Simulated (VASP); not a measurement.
# AlN (P6_3mc) in VASP: single point with LDA

Aim: the single point of AlN with LDA.

All numbers are computed with VASP 6.6.1; they aren't measurements. Logs are shortened: lines on timing, memory, paths and dates and some standing lists are left out, and cuts for length are marked.

## 1. The cell of the first run

The structure is hexagonal, space group P6_3mc (No. 186). Conventional cell: a = 2.850 Å, b = 2.850 Å, c = 5.929 Å, α = 90.00°, β = 90.00°, γ = 120.00°. Within 2.4 Å of Al (site symmetry 3m) lie 4 N at 1.78 to 2.28 Å. Within 2.4 Å of N (site symmetry 3m) lie 4 Al at 1.78 to 2.28 Å.

## 2. Single point, LDA

The input, INCAR:

```
PREC = Accurate ; ENCUT = 1330
EDIFF = 1E-6 ; ISMEAR = 0
SIGMA = 0.05 ; LREAL = False
LASPH = True ; NELM = 120
ALGO = Normal ; ISIF = 2
LWAVE = False ; LCHARG = False
GGA = CA ; NBANDS = 16
GGA_COMPAT = False
```

The input, KPOINTS:

```
Automatic mesh
0
Gamma
  9 9 6
```

The input, POSCAR:

```
AlN
1.0
    2.8504878489      0.0000000000      0.0000000000
   -1.4252439245      2.4685948904      0.0000000000
    0.0000000000      0.0000000000      5.9294870806
Al N
2 2
Direct
    0.3333333333      0.6666666667      0.0000000000
    0.6666666667      0.3333333333      0.5000000000
    0.3333333333      0.6666666667      0.3850000000
    0.6666666667      0.3333333333      0.8850000000
```

Potentials or basis: VASP PAW LDA potentials, release 64 (Al, N_h).

Launch:

```console
cat potpaw_LDA.64/Al/POTCAR potpaw_LDA.64/N_h/POTCAR > POTCAR
mpirun -np 1 vasp_std > vasp.out
```

OUTCAR:

```text
PREC = Accurate
   ENCUT = 1330
   EDIFF = 1E-6
   ISMEAR = 0
   LREAL = False
   LASPH = True
   NELM = 120
   ISIF = 2
   GGA = CA

 ion  position               nearest neighbor table
   1  0.333  0.667  0.000-   4 1.78   4 1.78   4 1.78   3 2.28
   2  0.667  0.333  0.500-   3 1.78   3 1.78   3 1.78   4 2.28
   3  0.333  0.667  0.385-   2 1.78   2 1.78   2 1.78   1 2.28
   4  0.667  0.333  0.885-   1 1.78   1 1.78   1 1.78   2 2.28

  LATTYP: Found a hexagonal cell.
 ALAT       =     2.8504878489
 C/A-ratio  =     2.0801657102

  Lattice vectors:

 A1 = (   2.8504878489,   0.0000000000,   0.0000000000)
 A2 = (  -1.4252439245,   2.4685948904,   0.0000000000)
 A3 = (   0.0000000000,   0.0000000000,   5.9294870806)

Analysis of symmetry for initial positions (statically):
=====================================================================
 Subroutine PRICEL returns:
 Original cell was already a primitive cell.

 Routine SETGRP: Setting up the symmetry group for a
 hexagonal supercell.

 Subroutine GETGRP returns: Found 12 space group operations
 (whereof  6 operations were pure point group operations)
 out of a pool of 24 trial point group operations.

The static configuration has the point symmetry C_3v.
 The point group associated with its full space group is C_6v.

Analysis of symmetry for dynamics (positions and initial velocities):
=====================================================================
 Subroutine PRICEL returns:
 Original cell was already a primitive cell.

 Routine SETGRP: Setting up the symmetry group for a
 hexagonal supercell.

 Subroutine GETGRP returns: Found 12 space group operations
 (whereof  6 operations were pure point group operations)
 out of a pool of 24 trial point group operations.

The dynamic configuration has the point symmetry C_3v.
 The point group associated with its full space group is C_6v.

 Subroutine INISYM returns: Found 12 space group operations
 (whereof  6 operations are pure point group operations),
 and found     1 'primitive' translations

----------------------------------------------------------------------------------------

                                     Primitive cell

  volume of cell :      41.7240

  direct lattice vectors                    reciprocal lattice vectors
     2.850487849  0.000000000  0.000000000     0.350817142  0.202544371  0.000000000
    -1.425243924  2.468594890  0.000000000     0.000000000  0.405088743  0.000000000
     0.000000000  0.000000000  5.929487081     0.000000000  0.000000000  0.168648651

  length of vectors
     2.850487849  2.850487849  5.929487081     0.405088743  0.405088743  0.168648651

  position of ions in fractional coordinates (direct lattice)
     0.333333333  0.666666667  0.000000000
     0.666666667  0.333333333  0.500000000
     0.333333333  0.666666667  0.385000000
     0.666666667  0.333333333  0.885000000

  ion indices of the primitive-cell ions
   primitive index   ion index
                 1           1
                 2           2
                 3           3
                 4           4

----------------------------------------------------------------------------------------

 KPOINTS: Automatic mesh

Automatic generation of k-mesh.
 Grid dimensions read from file:
 generate k-points for:    9    9    6

 Generating k-lattice:

  Cartesian coordinates                     Fractional coordinates (reciprocal lattice)
     0.038979682  0.022504930  0.000000000     0.111111111 -0.000000000  0.000000000
     0.000000000  0.045009860  0.000000000     0.000000000  0.111111111  0.000000000
     0.000000000  0.000000000  0.028108109     0.000000000  0.000000000  0.166666667

  Length of vectors
     0.045009860  0.045009860  0.028108109

  Shift w.r.t. Gamma in fractional coordinates (k-lattice)
     0.000000000  0.000000000  0.000000000

 Subroutine IBZKPT returns following result:
 ===========================================

 Found     48 irreducible k-points:

 Following reciprocal coordinates:
            Coordinates               Weight
  0.000000  0.000000  0.000000      1.000000
  0.111111 -0.000000  0.000000      6.000000
  0.222222  0.000000  0.000000      6.000000
  0.333333 -0.000000  0.000000      6.000000
  0.444444  0.000000  0.000000      6.000000
  0.111111  0.111111  0.000000      6.000000
[... 16 lines left out ...]
  0.333333  0.222222  0.166667     24.000000
  0.333333  0.333333  0.166667      4.000000
 [... further k-points ...]
   k-points           NKPTS =     48   k-points in BZ     NKDIM =     48   number of bands    NBANDS=     16
   number of dos      NEDOS =    301   number of ions     NIONS =      4
   total plane-waves  NPLWV =  93312
   dimension x,y,z NGX =    36 NGY =   36 NGZ =   72
   dimension x,y,z NGXF=    72 NGYF=   72 NGZF=  144
   ions per type =               2   2
   NGX,Y,Z   is equivalent  to a cutoff of  21.00, 21.00, 20.19 a.u.
   NGXF,Y,Z  is equivalent  to a cutoff of  41.99, 41.99, 40.37 a.u.
 SYSTEM =  unknown system
   PREC   = accura    normal or accurate (medium, high low for compatibility)
   ISTART =      0    job   : 0-new  1-cont  2-samecut
   ICHARG =      2    charge: 1-file 2-atom 10-const
   ISPIN  =      1    spin polarized calculation?
   LNONCOLLINEAR =      F non collinear calculations
   LSORBIT =      F    spin-orbit coupling
   LASPH  =      T    aspherical Exc in radial PAW
   ENCUT  = 1330.0 eV  97.75 Ry    9.89 a.u.   8.48  8.48 17.63*2*pi/ulx,y,z
   NELM   =    120;   NELMIN=  2; NELMDL= -5     # of ELM steps
   EDIFF  = 0.1E-05   stopping-criterion for ELM
   LREAL  =      F    real-space projection
   EDIFFG = 0.1E-04   stopping-criterion for IOM
   NSW    =      0    number of steps for IOM
   IBRION =     -1    ionic relax: 0-MD 1-quasi-New 2-CG
   NFREE  =      0    steps in history (QN), initial steepest desc. (CG)
   ISIF   =      2    stress and relaxation
   ISYM   =      2    0-nonsym 1-usesym 2-fastsym
   POTIM  = 0.5000    time-step for ionic-motion
   TEBEG  =    0.0;   TEEND  =   0.0 temperature during run
   PSTRESS=    0.0 pullay stress
   NELECT =      16.0000    total number of electrons
   NUPDOWN=      -1.0000    fix difference up-down
   EMIN   =  10.00;   EMAX   =-10.00  energy-range for DOS
   EFERMI =   0.00;   METHOD = LEGACY
   ISMEAR =     0;   SIGMA  =   0.05  broadening in eV -4-tet -1-fermi 0-gaus
   EFERMI_NEDOS =   21; number of points for ismear=-14 and -15
   IALGO  =     38    algorithm
   IMIX   =      4    mixing-type and parameters
     AMIX     =   0.40;   BMIX     =  1.00
     AMIX_MAG =   1.60;   BMIX_MAG =  1.00
  volume/ion in A,a.u.               =      10.43        70.39
  Fermi-wavevector in a.u.,A,eV,Ry     =   1.189377  2.247596 19.247033  1.414617
  Thomas-Fermi vector in A             =   2.325485
   LORBIT       =      0    0 simple, 1 ext, 2 COOP (PROOUT), +10 PAW based schemes
   GGA     = CA    functional components
   LHFCALC =     F    Hartree Fock is set to
   AEXX    =    0.0000 exact exchange contribution
   IVDW    =     0    specifies the selected vdW correction
   LEPSILON=     F    determine dielectric tensor
   LRPA    =     F    only Hartree local field effects (RPA)
 non-spin polarized calculation
 Gauss-broadening in eV      SIGMA  =   0.05
  energy-cutoff  :     1330.00
  volume of cell :       41.72
 maximum number of plane-waves:      4655
 NGX is ok and might be reduce to    36
   NGX = 17   NGY = 17   NGZ = 35

 number of electron      16.0000000 magnetization

 Free energy of the ion-electron system (eV)
  ---------------------------------------------------
  ext. energy  EPLUGINS =         0.00000000
  ---------------------------------------------------
  free energy    TOTEN  =       -30.65754334 eV

  energy without entropy =      -30.65754334  energy(sigma->0) =      -30.65754334

 E-fermi :   6.7595     XC(G=0): -11.2229

 val. band max:        6.5108316052   @ k =   0.0000   0.0000   0.0000
 cond. band min:       8.3454799819   @ k =   0.0000   0.0000   0.0000
 fundamental gap:      1.8346483767
 Fermi energy:         6.7594643307

 k-point     1 :       0.0000    0.0000    0.0000
  band No.  band energies     occupation
      1      -8.9581      2.00000
      2      -7.8000      2.00000
      3      -0.3362      2.00000
      4       4.9672      2.00000
      5       6.3469      2.00000
      6       6.3469      2.00000
[... 8 lines left out ...]
     15      20.8854      0.00000
     16      20.8854      0.00000

 k-point     2 :       0.1111   -0.0000    0.0000
  band No.  band energies     occupation
      1      -8.7577      2.00000
      2      -7.6324      2.00000
      3      -0.0945      2.00000
      4       5.0141      2.00000
      5       5.5046      2.00000
      6       5.6999      2.00000
[... 8 lines left out ...]
     15      20.3389      0.00000
     16      20.6037      0.00000

 k-point     3 :       0.2222    0.0000    0.0000
  band No.  band energies     occupation
      1      -8.1882      2.00000
      2      -7.1709      2.00000
      3       0.6103      2.00000
      4       3.6858      2.00000
      5       4.0651      2.00000
      6       5.2475      2.00000
[... 8 lines left out ...]
     15      19.8224      0.00000
     16      20.1390      0.00000

 k-point     4 :       0.3333   -0.0000    0.0000
  band No.  band energies     occupation
      1      -7.3705      2.00000
      2      -6.5700      2.00000
      3       1.6769      2.00000
      4       1.8992      2.00000
      5       2.4674      2.00000
      6       5.2225      2.00000
[... 8 lines left out ...]
     15      18.8833      0.00000
     16      20.7568      0.00000

 k-point     5 :       0.4444    0.0000    0.0000
  band No.  band energies     occupation
      1      -6.6171      2.00000
      2      -6.1644      2.00000
      3       0.6997      2.00000
      4       1.3644      2.00000
      5       2.9337      2.00000
      6       4.7399      2.00000
[... 8 lines left out ...]
     15      18.3870      0.00000
     16      21.0365      0.00000

 k-point     6 :       0.1111    0.1111    0.0000
  band No.  band energies     occupation
      1      -8.3721      2.00000
      2      -7.3169      2.00000
      3       0.3792      2.00000
      4       4.3481      2.00000
      5       4.4882      2.00000
      6       5.1977      2.00000
[... 8 lines left out ...]
     15      19.9957      0.00000
     16      20.0509      0.00000
[... 267 lines left out ...]
 k-point    21 :       0.4444    0.1111    0.1667
  band No.  band energies     occupation
      1      -6.3731      2.00000
      2      -6.0967      2.00000
      3       0.6796      2.00000
      4       1.2544      2.00000
      5       3.5162      2.00000
      6       4.5179      2.00000
[... 8 lines left out ...]
     15      18.4608      0.00000
     16      20.7478      0.00000

 k-point    22 :       0.2222    0.2222    0.1667
  band No.  band energies     occupation
      1      -6.9131      2.00000
      2      -6.3409      2.00000
      3       1.8956      2.00000
      4       1.9146      2.00000
      5       2.8025      2.00000
      6       4.0656      2.00000
[... 8 lines left out ...]
     15      19.3756      0.00000
     16      20.9074      0.00000

 k-point    23 :       0.3333    0.2222    0.1667
  band No.  band energies     occupation
      1      -6.2937      2.00000
      2      -6.0176      2.00000
      3       1.2503      2.00000
      4       1.7448      2.00000
      5       3.1918      2.00000
      6       3.6471      2.00000
[... 8 lines left out ...]
     15      19.5476      0.00000
     16      20.8179      0.00000

 k-point    24 :       0.3333    0.3333    0.1667
  band No.  band energies     occupation
      1      -5.9890      2.00000
      2      -5.9890      2.00000
      3       1.6536      2.00000
      4       2.2810      2.00000
      5       2.2810      2.00000
      6       2.6561      2.00000
[... 8 lines left out ...]
     15      20.1298      0.00000
     16      21.7824      0.00000

 [... further k-points ...]

------------------------ aborting loop because EDIFF is reached ----------------------------------------

  FORCE on cell =-STRESS in cart. coord.  units (eV):
  Direction    XX          YY          ZZ          XY          YZ          ZX
  --------------------------------------------------------------------------------------
  -------------------------------------------------------------------------------------
  Total       11.9373803     11.9373803    -11.5898660     -0.0000000     -0.0000000     -0.0000000
  in kB      458.3882372    458.3882373   -445.0438966     -0.0000000     -0.0000000     -0.0000000
  external PRESSURE =     157.2441926 kB  Pullay stress =       0.0000000 kB

 VOLUME and BASIS-vectors are now :
 -----------------------------------------------------------------------------
  energy-cutoff  :     1330.00
  volume of cell :       41.72
      direct lattice vectors                 reciprocal lattice vectors
     2.850487849  0.000000000  0.000000000     0.350817142  0.202544371  0.000000000
    -1.425243924  2.468594890  0.000000000     0.000000000  0.405088743  0.000000000
     0.000000000  0.000000000  5.929487081     0.000000000  0.000000000  0.168648651

 POSITION                                       TOTAL-FORCE (eV/Angst)
 -----------------------------------------------------------------------------------
     -0.00000      1.64573      0.00000         0.000000      0.000000      0.772826
      1.42524      0.82286      2.96474         0.000000      0.000000      0.772826
     -0.00000      1.64573      2.28285        -0.000000      0.000000     -0.772826
      1.42524      0.82286      5.24760         0.000000     -0.000000     -0.772826
 -----------------------------------------------------------------------------------
    total drift:                               -0.000000      0.000000     -0.000864

  FREE ENERGIE OF THE ION-ELECTRON SYSTEM (eV)
  ---------------------------------------------------
  free  energy   TOTEN  =       -30.6575433353 eV

  energy  without entropy=      -30.6575433353  energy(sigma->0) =      -30.65754334
```

Run time: 60 s. Hardware: 1 thread of AMD EPYC 9R45 (Zen 5), shared host; peak memory 0.26 GiB.

Results:

- Free energy: -30.6575 eV
- Pressure: 15.7 GPa
- Largest force: 0.773 eV/Å
- Band gap on the k mesh: 1.83 eV

Forces on the atoms (eV/Å):
```
Al   0.000  0.000  0.773
Al   0.000  0.000  0.773
N    0.000  0.000 -0.773
N    0.000  0.000 -0.773
```

Stress tensor (GPa, compression positive):
```
 45.84   0.00   0.00
  0.00  45.84   0.00
  0.00   0.00 -44.50
```

Caveat: the stress differs along the axes, from -45 to 46 GPa.
